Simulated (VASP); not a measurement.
# ZnO (zincite) (P6_3mc) in VASP: a series of runs

Aim: see how the results for ZnO (zincite) move with the level of theory and the settings. Levels: RPBE+D3(BJ), RPBE+D4. Tasks: relaxation of cell and atoms.

Program: VASP 6.6.1. These are calculated values, not measurements. Logs are shortened: lines on timing, memory, paths and dates and some standing lists are left out, and cuts for length are marked.

### 1 The cell of the first run

Symmetry: P6_3mc, No. 186, hexagonal system. The conventional cell has a = 3.249 Å, b = 3.249 Å, c = 5.206 Å, α = 90.00°, β = 90.00°, γ = 120.00°. Within 2.6 Å of Zn (site symmetry 3m) lie 4 O at 1.97 to 1.98 Å. Within 2.6 Å of O (site symmetry 3m) lie 4 Zn at 1.97 to 1.98 Å.

### 2 Relaxation of cell and atoms, RPBE+D3(BJ)

File INCAR:

```
  ALGO = Normal
  EDIFF = 1E-6
  EDIFFG = -0.01
  ENCUT = 600
  GGA = RP
  IBRION = 2
  ISIF = 3
  ISMEAR = -1
  IVDW = 12
  LASPH = True
  LCHARG = False
  LREAL = False
  LWAVE = False
  NELM = 80
  NSW = 60
  PREC = Accurate
  SIGMA = 0.05
```

File KPOINTS:

```
k-points
0
Gamma
  9 9 5
```

File POSCAR:

```
ZnO
1.0
    3.2493080000      0.0000000000      0.0000000000
   -1.6246540000      2.8139832727      0.0000000000
    0.0000000000      0.0000000000      5.2057090000
Zn O
2 2
Direct
    0.6666666667      0.3333333333      0.0000000000
    0.3333333333      0.6666666667      0.5000000000
    0.3333333333      0.6666666667      0.8790100000
    0.6666666667      0.3333333333      0.3790100000
```

Potentials or basis: VASP PAW PBE potentials, release 64 (Zn, O).

Launch:

```console
cat potpaw_PBE.64/Zn/POTCAR potpaw_PBE.64/O/POTCAR > POTCAR
mpirun -np 1 vasp_std > vasp.out
```

OUTCAR:

```text
EDIFF = 1E-6
   EDIFFG = -0.01
   ENCUT = 600
   GGA = RP
   IBRION = 2
   ISIF = 3
   ISMEAR = -1
   IVDW = 12
   LASPH = True
   LREAL = False
   NELM = 80
   NSW = 60
   PREC = Accurate
 IVDW          = 12

 ion  position               nearest neighbor table
   1  0.667  0.333  0.000-   4 1.97   3 1.98   3 1.98   3 1.98
   2  0.333  0.667  0.500-   3 1.97   4 1.98   4 1.98   4 1.98
   3  0.333  0.667  0.879-   2 1.97   1 1.98   1 1.98   1 1.98
   4  0.667  0.333  0.379-   1 1.97   2 1.98   2 1.98   2 1.98

  LATTYP: Found a hexagonal cell.
 ALAT       =     3.2493080000
 C/A-ratio  =     1.6020977390

  Lattice vectors:

 A1 = (   3.2493080000,   0.0000000000,   0.0000000000)
 A2 = (  -1.6246540000,   2.8139832727,   0.0000000000)
 A3 = (   0.0000000000,   0.0000000000,   5.2057090000)

Analysis of symmetry for initial positions (statically):
=====================================================================
 Subroutine PRICEL returns:
 Original cell was already a primitive cell.

 Routine SETGRP: Setting up the symmetry group for a
 hexagonal supercell.

 Subroutine GETGRP returns: Found 12 space group operations
 (whereof  6 operations were pure point group operations)
 out of a pool of 24 trial point group operations.

The static configuration has the point symmetry C_3v.
 The point group associated with its full space group is C_6v.

Analysis of symmetry for dynamics (positions and initial velocities):
=====================================================================
 Subroutine PRICEL returns:
 Original cell was already a primitive cell.

 Routine SETGRP: Setting up the symmetry group for a
 hexagonal supercell.

 Subroutine GETGRP returns: Found 12 space group operations
 (whereof  6 operations were pure point group operations)
 out of a pool of 24 trial point group operations.

The dynamic configuration has the point symmetry C_3v.
 The point group associated with its full space group is C_6v.

 Subroutine INISYM returns: Found 12 space group operations
 (whereof  6 operations are pure point group operations),
 and found     1 'primitive' translations

----------------------------------------------------------------------------------------

                                     Primitive cell

  volume of cell :      47.5984

  direct lattice vectors                    reciprocal lattice vectors
     3.249308000  0.000000000  0.000000000     0.307757836  0.177684070  0.000000000
    -1.624654000  2.813983273  0.000000000     0.000000000  0.355368139  0.000000000
     0.000000000  0.000000000  5.205709000     0.000000000  0.000000000  0.192096792

  length of vectors
     3.249308000  3.249308000  5.205709000     0.355368139  0.355368139  0.192096792

  position of ions in fractional coordinates (direct lattice)
     0.666666667  0.333333333  0.000000000
     0.333333333  0.666666667  0.500000000
     0.333333333  0.666666667  0.879010000
     0.666666667  0.333333333  0.379010000

  ion indices of the primitive-cell ions
   primitive index   ion index
                 1           1
                 2           2
                 3           3
                 4           4

----------------------------------------------------------------------------------------

 KPOINTS: k-points

Automatic generation of k-mesh.
 Grid dimensions read from file:
 generate k-points for:    9    9    5

 Generating k-lattice:

  Cartesian coordinates                     Fractional coordinates (reciprocal lattice)
     0.034195315  0.019742674  0.000000000     0.111111111  0.000000000  0.000000000
     0.000000000  0.039485349  0.000000000     0.000000000  0.111111111  0.000000000
     0.000000000  0.000000000  0.038419358     0.000000000  0.000000000  0.200000000

  Length of vectors
     0.039485349  0.039485349  0.038419358

  Shift w.r.t. Gamma in fractional coordinates (k-lattice)
     0.000000000  0.000000000  0.000000000

 Subroutine IBZKPT returns following result:
 ===========================================

 Found     36 irreducible k-points:

 Following reciprocal coordinates:
            Coordinates               Weight
  0.000000  0.000000  0.000000      1.000000
  0.111111  0.000000  0.000000      6.000000
  0.222222  0.000000  0.000000      6.000000
  0.333333  0.000000  0.000000      6.000000
  0.444444  0.000000  0.000000      6.000000
  0.111111  0.111111  0.000000      6.000000
[... 16 lines left out ...]
  0.333333  0.222222  0.200000     24.000000
  0.333333  0.333333  0.200000      4.000000
 [... further k-points ...]
   k-points           NKPTS =     36   k-points in BZ     NKDIM =     36   number of bands    NBANDS=     22
   number of dos      NEDOS =    301   number of ions     NIONS =      4
   total plane-waves  NPLWV =  32928
   dimension x,y,z NGX =    28 NGY =   28 NGZ =   42
   dimension x,y,z NGXF=    56 NGYF=   56 NGZF=   84
   ions per type =               2   2
   NGX,Y,Z   is equivalent  to a cutoff of  14.33, 14.33, 13.41 a.u.
   NGXF,Y,Z  is equivalent  to a cutoff of  28.65, 28.65, 26.83 a.u.
 SYSTEM =  unknown system
   PREC   = accura    normal or accurate (medium, high low for compatibility)
   ISTART =      0    job   : 0-new  1-cont  2-samecut
   ICHARG =      2    charge: 1-file 2-atom 10-const
   ISPIN  =      1    spin polarized calculation?
   LNONCOLLINEAR =      F non collinear calculations
   LSORBIT =      F    spin-orbit coupling
   LASPH  =      T    aspherical Exc in radial PAW
   ENCUT  =  600.0 eV  44.10 Ry    6.64 a.u.   6.49  6.49 10.40*2*pi/ulx,y,z
   NELM   =     80;   NELMIN=  2; NELMDL= -5     # of ELM steps
   EDIFF  = 0.1E-05   stopping-criterion for ELM
   LREAL  =      F    real-space projection
   EDIFFG = -.1E-01   stopping-criterion for IOM
   NSW    =     60    number of steps for IOM
   IBRION =      2    ionic relax: 0-MD 1-quasi-New 2-CG
   NFREE  =      1    steps in history (QN), initial steepest desc. (CG)
   ISIF   =      3    stress and relaxation
   ISYM   =      2    0-nonsym 1-usesym 2-fastsym
   POTIM  = 0.5000    time-step for ionic-motion
   TEBEG  =    0.0;   TEEND  =   0.0 temperature during run
   PSTRESS=    0.0 pullay stress
   NELECT =      36.0000    total number of electrons
   NUPDOWN=      -1.0000    fix difference up-down
   EMIN   =  10.00;   EMAX   =-10.00  energy-range for DOS
   EFERMI =   0.00;   METHOD = LEGACY
   ISMEAR =    -1;   SIGMA  =   0.05  broadening in eV -4-tet -1-fermi 0-gaus
   EFERMI_NEDOS =   21; number of points for ismear=-14 and -15
   IALGO  =     38    algorithm
   IMIX   =      4    mixing-type and parameters
     AMIX     =   0.40;   BMIX     =  1.00
     AMIX_MAG =   1.60;   BMIX_MAG =  1.00
  volume/ion in A,a.u.               =      11.90        80.30
  Fermi-wavevector in a.u.,A,eV,Ry     =   1.491574  2.818667 30.270160  2.224794
  Thomas-Fermi vector in A             =   2.604212
   LORBIT       =      0    0 simple, 1 ext, 2 COOP (PROOUT), +10 PAW based schemes
   GGA     = RP    functional components
   LHFCALC =     F    Hartree Fock is set to
   AEXX    =    0.0000 exact exchange contribution
   IVDW    =    12    specifies the selected vdW correction
   LEPSILON=     F    determine dielectric tensor
   LRPA    =     F    only Hartree local field effects (RPA)
 conjugate gradient relaxation of ions
 non-spin polarized calculation
  energy-cutoff  :      600.00
  volume of cell :       47.60
 maximum number of plane-waves:      1605
 NGX is ok and might be reduce to    28
   NGX = 13   NGY = 13   NGZ = 21

--------------------------------------- Ionic step        1  -------------------------------------------

 number of electron      36.0000008 magnetization

 Free energy of the ion-electron system (eV)
  ---------------------------------------------------
  ext. energy  EPLUGINS =         0.00000000
  ---------------------------------------------------
  free energy    TOTEN  =       -16.25966423 eV

  energy without entropy =      -16.25966250  energy(sigma->0) =      -16.25966336

------------------------ aborting loop because EDIFF is reached ----------------------------------------

 Edisp (eV)   -3.34999

 E8    (eV) :    -1.8787

  FORCE on cell =-STRESS in cart. coord.  units (eV):
  Direction    XX          YY          ZZ          XY          YZ          ZX
  --------------------------------------------------------------------------------------
  -------------------------------------------------------------------------------------
  Total      -1.51812    -1.51812    -1.11453     0.00000     0.00000     0.00000
  in kB     -51.10041   -51.10041   -37.51540     0.00000     0.00000     0.00000
  external pressure =      -46.57 kB  Pullay stress =        0.00 kB

 VOLUME and BASIS-vectors are now :
 -----------------------------------------------------------------------------
  energy-cutoff  :      600.00
  volume of cell :       47.60
      direct lattice vectors                 reciprocal lattice vectors
     3.249308000  0.000000000  0.000000000     0.307757836  0.177684070  0.000000000
    -1.624654000  2.813983273  0.000000000     0.000000000  0.355368139  0.000000000
     0.000000000  0.000000000  5.205709000     0.000000000  0.000000000  0.192096792
[... 295 lines left out ...]
 POSITION                                       TOTAL-FORCE (eV/Angst)
 -----------------------------------------------------------------------------------
      1.60619      0.92734      5.14240        -0.000000      0.000000      0.003136
     -0.00000      1.85467      2.56801        -0.000000      0.000000      0.003136
     -0.00000      1.85467      4.53222         0.000000     -0.000000     -0.003136
      1.60619      0.92734      1.95783         0.000000     -0.000000     -0.003136
 -----------------------------------------------------------------------------------
    total drift:                               -0.000000     -0.000000     -0.001049

  FREE ENERGIE OF THE ION-ELECTRON SYSTEM (eV)
  ---------------------------------------------------
  free  energy   TOTEN  =       -19.6352587198 eV

  energy  without entropy=      -19.6352576231  energy(sigma->0) =      -19.63525817

--------------------------------------- Ionic step        9  -------------------------------------------

 number of electron      35.9999990 magnetization

 Free energy of the ion-electron system (eV)
  ---------------------------------------------------
  ext. energy  EPLUGINS =         0.00000000
  ---------------------------------------------------
  free energy    TOTEN  =       -16.12584380 eV

  energy without entropy =      -16.12584275  energy(sigma->0) =      -16.12584327

 E-fermi :   2.2064     XC(G=0): -10.8455

 val. band max:        1.7047665766   @ k =   0.0000   0.0000   0.0000
 cond. band min:       2.6332518934   @ k =   0.0000   0.0000   0.0000
 fundamental gap:      0.9284853169
 Fermi energy:         2.2063649085

 k-point     1 :       0.0000    0.0000    0.0000
  band No.  band energies     occupation
      1     -16.7606      2.00000
      2     -15.9906      2.00000
      3      -4.1620      2.00000
      4      -4.1620      2.00000
      5      -4.1447      2.00000
      6      -4.0683      2.00000
[... 14 lines left out ...]
     21      10.1961      0.00000
     22      14.8054      0.00000
[... 552 lines left out ...]
  band No.  band energies     occupation
      1     -15.8642      2.00000
      2     -15.8642      2.00000
      3      -4.1486      2.00000
      4      -3.9542      2.00000
      5      -3.9542      2.00000
      6      -3.6010      2.00000
[... 14 lines left out ...]
     21       9.7278      0.00000
     22      10.0359      0.00000

 [... further k-points ...]

------------------------ aborting loop because EDIFF is reached ----------------------------------------

 Edisp (eV)   -3.50946

 E8    (eV) :    -1.9760

  FORCE on cell =-STRESS in cart. coord.  units (eV):
  Direction    XX          YY          ZZ          XY          YZ          ZX
  --------------------------------------------------------------------------------------
  -------------------------------------------------------------------------------------
  Total       0.02938     0.02938     0.02864     0.00000    -0.00000     0.00000
  in kB       1.02372     1.02372     0.99820     0.00000    -0.00000     0.00000
  external pressure =        1.02 kB  Pullay stress =        0.00 kB

 VOLUME and BASIS-vectors are now :
 -----------------------------------------------------------------------------
  energy-cutoff  :      600.00
  volume of cell :       45.98
      direct lattice vectors                 reciprocal lattice vectors
     3.213972555  0.000000000 -0.000000000     0.311141425  0.179637585  0.000000000
    -1.606986278  2.783381880 -0.000000000    -0.000000000  0.359275171 -0.000000000
    -0.000000000  0.000000000  5.139498258     0.000000000  0.000000000  0.194571522

 POSITION                                       TOTAL-FORCE (eV/Angst)
 -----------------------------------------------------------------------------------
      1.60699      0.92779      5.13171         0.000000     -0.000000     -0.003255
     -0.00000      1.85559      2.56196         0.000000     -0.000000     -0.003255
     -0.00000      1.85559      4.52546        -0.000000      0.000000      0.003255
      1.60699      0.92779      1.95571        -0.000000      0.000000      0.003255
 -----------------------------------------------------------------------------------
    total drift:                               -0.000000     -0.000000     -0.001496

  FREE ENERGIE OF THE ION-ELECTRON SYSTEM (eV)
  ---------------------------------------------------
  free  energy   TOTEN  =       -19.6353071317 eV

  energy  without entropy=      -19.6353060759  energy(sigma->0) =      -19.63530660

 reached required accuracy - stopping structural energy minimisation
```

It took 3.6 min on 1 thread of Intel Xeon Platinum 8259CL at 2.50GHz (Skylake/Cascade Lake), shared host; peak memory 0.21 GiB.

Results:

```
Free energy                            : -19.6353 eV
Relaxed volume                         : 11.49 Å³/atom
Relaxed cell                           : a = 3.214 Å, b = 3.214 Å, c = 5.139 Å, α = 90.00°, β = 90.00°, γ = 120.00°
Space group after relaxing (to 0.05 Å) : P6_3mc (No. 186)
Energy gained by relaxing              : 6.4 meV/atom
Ionic steps                            : 9
Pressure after relaxing                : 0.1 GPa
Largest force after relaxing           : 0.003 eV/Å
Band gap on the k mesh                 : 0.93 eV, direct
Dispersion energy per atom             : -0.877 eV
```

Forces in eV/Å, atoms in the order of the input:
```
Zn   0.000  0.000 -0.003
Zn   0.000  0.000 -0.003
O    0.000  0.000  0.003
O    0.000  0.000  0.003
```

Step by step:
| step | energy change (eV) | largest force (eV/Å) | pressure (GPa) | volume (Å³) |
| --- | --- | --- | --- | --- |
| 1 | 0.0000 | 0.0928 | -4.66 | 47.60 |
| 2 | -0.0193 | 0.0302 | 2.56 | 45.25 |
| 3 | -0.0254 | 0.0141 | 0.06 | 45.99 |
| 4 | -0.0254 | 0.0159 | -0.01 | 46.03 |
| 5 | -0.0255 | 0.0093 | -0.08 | 46.03 |
| 6 | -0.0255 | 0.0072 | -0.10 | 46.04 |
| 7 | -0.0255 | 0.0060 | -0.12 | 46.03 |
| 8 | -0.0256 | 0.0031 | -0.06 | 46.01 |
| 9 | -0.0256 | 0.0033 | 0.10 | 45.98 |

Final structure:
```
CELL_PARAMETERS angstrom
3.21397 0.00000 0.00000
-1.60699 2.78338 0.00000
0.00000 0.00000 5.13950
ATOMIC_POSITIONS crystal
Zn 0.66667 0.33333 0.99848
Zn 0.33333 0.66667 0.49848
O 0.33333 0.66667 0.88053
O 0.66667 0.33333 0.38053
```

Caveat: the PAW data sets were made with another functional, which shifts forces and pressure a little.

### 3 Relaxation of cell and atoms, RPBE+D4

File INCAR:

```
SYSTEM = ZnO
  PREC = Accurate
  ENCUT = 600
  EDIFF = 1E-6
  ISMEAR = -1
  SIGMA = 0.05
  LREAL = .FALSE.
  LASPH = .TRUE.
  NELM = 100
  ALGO = Normal
  ISIF = 3
  LWAVE = .FALSE.
  LCHARG = .FALSE.
  GGA = RP
  IVDW = 13
  IBRION = 2
  NSW = 60
  EDIFFG = -0.01
```

File KPOINTS:

```
Automatic mesh
0
G
  9 9 5
  0 0 0
```

POSCAR is that of step 2.

Potentials or basis: VASP PAW PBE potentials, release 64 (Zn, O).

Launch:

```console
cat potpaw_PBE.64/Zn/POTCAR potpaw_PBE.64/O/POTCAR > POTCAR
mpirun -np 1 vasp_std > vasp.out
```

It took 2.1 min on 1 thread of Intel Xeon Platinum 8259CL at 2.50GHz (Skylake/Cascade Lake), shared host; peak memory 0.2 GiB.

It converged, with:

| Item | Value |
| --- | --- |
| Free energy | -18.3047 eV |
| Relaxed volume | 12.15 Å³/atom |
| Relaxed cell | a = 3.268 Å, b = 3.268 Å, c = 5.257 Å, α = 90.00°, β = 90.00°, γ = 120.00° |
| Space group after relaxing (to 0.05 Å) | P6_3mc (No. 186) |
| Energy gained by relaxing | 2.3 meV/atom |
| Ionic steps | 4 |
| Pressure after relaxing | -0.1 GPa |
| Band gap on the k mesh | 0.85 eV, direct |
| Dispersion energy per atom | -0.497 eV |

Forces on the atoms (eV/Å):
```
Zn   0.000  0.000  0.003
Zn   0.000  0.000  0.003
O    0.000  0.000 -0.003
O    0.000  0.000 -0.003
```

Stress tensor (GPa, compression positive):
```
-0.12  0.00  0.00
 0.00 -0.12  0.00
 0.00  0.00  0.04
```

Step by step:
| step | energy change (eV) | largest force (eV/Å) | pressure (GPa) | volume (Å³) |
| --- | --- | --- | --- | --- |
| 1 | 0.0000 | 0.0775 | 2.83 | 47.60 |
| 2 | -0.0073 | 0.0308 | -1.20 | 49.06 |
| 3 | -0.0094 | 0.0005 | 0.09 | 48.58 |
| 4 | -0.0094 | 0.0028 | -0.06 | 48.62 |

Final structure:
```yaml
crystal:
  lattice:
    - [3.26769, 0.00000, 0.00000]
    - [-1.63385, 2.82990, 0.00000]
    - [0.00000, 0.00000, 5.25743]
  atoms:
    - { symbol: Zn, position: [0.66667, 0.33333, 0.99950] }
    - { symbol: Zn, position: [0.33333, 0.66667, 0.49950] }
    - { symbol: O, position: [0.33333, 0.66667, 0.87951] }
    - { symbol: O, position: [0.66667, 0.33333, 0.37951] }
```

Levels at points of the mesh, in eV from the valence-band top:
| k point | band 16 | band 17 | band 18 | band 19 | band 20 | band 21 |
| --- | --- | --- | --- | --- | --- | --- |
| (0.00, 0.00, 0.00) | -0.08 | 0.00 | 0.00 | 0.85 | 5.24 | 8.26 |

Caveat: the PAW data sets were made with another functional, which shifts forces and pressure a little. Zero-point motion and thermal expansion aren't in these numbers.
